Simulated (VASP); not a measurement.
## NaF: relaxation of cell and atoms with PBE

Crystal: NaF.

```
Na F
1.0
     0.00000    1.98798    1.98798
     1.98798    0.00000    1.98798
     1.98798    1.98798    0.00000
Na F
1 1
Direct
  0.00000 0.00000 0.00000
  0.50000 0.50000 0.50000
```

| Item | Value |
| --- | --- |
| Program | VASP 6.6.1 |
| Task | relaxation of cell and atoms |
| Functional | PBE |
| Potentials or basis | VASP PAW PBE potentials, release 64 (Na_pv, F) |
| Cutoff | 600 eV |
| k mesh | 10 × 10 × 10 |
| Occupations | gaussian, width 0.02 eV |
| Spin | no spin polarisation |
| Target pressure | 90 GPa |
| Dipole correction | no |
| Further INCAR settings | ALGO = Normal; EDIFF = 1e-06; IBRION = 2; EDIFFG = -0.008; NSW = 70; ISIF = 3 |

```
Relaxed volume                                         : 7.49 Å³/atom
Relaxed cell                                           : a = 2.767 Å, b = 2.767 Å, c = 2.767 Å, α = 60.00°, β = 60.00°, γ = 60.00°
Space group after relaxing (to 0.05 Å)                 : Fm-3m (No. 225)
Energy change on relaxing (the enthalpy is what falls) : +187.1 meV/atom
Ionic steps                                            : 4
Pressure after relaxing                                : 90.0 GPa
Band gap on the k mesh                                 : 10.15 eV, direct
```

Step by step:
| step | energy change (eV) | largest force (eV/Å) | pressure (GPa) | volume (Å³) |
| --- | --- | --- | --- | --- |
| 1 | 0.0000 | 0.0000 | 73.25 | 15.71 |
| 2 | 1.0664 | 0.0000 | 121.36 | 13.92 |
| 3 | 0.3663 | 0.0000 | 89.63 | 14.99 |
| 4 | 0.3742 | 0.0000 | 90.02 | 14.98 |

Final structure:
```
Na F
1.0
     0.00000    1.95640    1.95640
     1.95640    0.00000    1.95640
     1.95640    1.95640    0.00000
Na F
1 1
Direct
  0.00000 0.00000 0.00000
  0.50000 0.50000 0.50000
```

Levels at points of the mesh, in eV from the valence-band top:
```tsv
k point	band 4	band 5	band 6	band 7	band 8	band 9	band 10	band 11
(0.00, 0.00, 0.00)	-17.84	0.00	0.00	0.00	10.15	22.54	22.54	22.54
(0.50, 0.00, 0.00)	-16.49	-3.07	-0.70	-0.70	14.41	17.46	26.21	26.21
(0.50, 0.50, 0.00)	-18.11	-2.07	-0.65	-0.65	14.64	18.19	19.78	27.63
```

Run time: 19 s on 1 thread of Intel Xeon 6975P-C (shared host), peak memory 0.14 GiB.

Caveat: the cell is relaxed towards a set pressure, so the enthalpy falls and the energy may rise. As with any semilocal functional, this PBE gap is likely too small.
